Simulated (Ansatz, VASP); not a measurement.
## BAs in VASP and in Ansatz

The input INCAR:

```
SYSTEM = BAs
PREC     = Accurate       ! precision mode
ENCUT    = 520            ! plane-wave cutoff, eV
EDIFF    = 1E-7           ! SCF threshold, eV
ISMEAR   = 0              ! smearing method
SIGMA    = 0.01           ! smearing width, eV
LREAL    = .False.        ! projectors in reciprocal space
LASPH    = .True.         ! aspherical terms in the spheres
NELM     = 100            ! most SCF steps
ALGO     = Normal         ! electronic algorithm
ISIF     = 2              ! what is computed and relaxed
LWAVE    = .False.        ! write WAVECAR
LCHARG   = .False.        ! write CHGCAR
GGA      = PE             ! functional
NBANDS   = 11             ! bands
```

KPOINTS

```
Automatic mesh
0
Gamma
  8 8 8
  0 0 0
```

POSCAR

```
BAs
1.0
    0.0000000000      2.3801163330      2.3801163330
    2.3801163330      0.0000000000      2.3801163330
    2.3801163330      2.3801163330      0.0000000000
B As
1 1
Direct
    0.0000000000      0.0000000000      0.0000000000
    0.2500000000      0.2500000000      0.2500000000
```

Input for Ansatz:

```yaml
crystal:
  lattice:
    - [0.0, 2.380116333, 2.380116333]
    - [2.380116333, 0.0, 2.380116333]
    - [2.380116333, 2.380116333, 0.0]
  atoms:
    - { symbol: B, position: [0.0, 0.0, 0.0] }
    - { symbol: As, position: [0.25, 0.25, 0.25] }
kpoints:
  mp_grid: { grid: [8, 8, 8] }
hamiltonian:
  xc: pbe
scf:
  occupations: { method: fixed }
  n_extra_bands: 4
output:
  forces: true
  stress: true
  eigenvalues: true
```

Alike in both runs: task single point; functional PBE; k mesh 8 × 8 × 8; no spin polarisation.

|  | VASP | Ansatz |
| --- | --- | --- |
| version | VASP 6.6.1 | Ansatz 0.2.0 |
| potentials or method | VASP PAW PBE potentials, release 64 (B, As) | plane waves, PAW |
| plane-wave cutoff (eV) | 520 | 420 |
| occupations | gaussian, width 0.01 eV | fixed |
| valence electrons in the cell | 8 | 18 |

```tsv
	VASP	Ansatz	Ansatz less VASP
gap on the k mesh at the Fermi level (eV)	1.18	1.19	+0.009
pressure (GPa)	5.0	4.3	-0.70
```

VASP's potentials hold 8 valence electrons a cell and Ansatz's 18, so a difference there can come from the potentials and not from the codes.
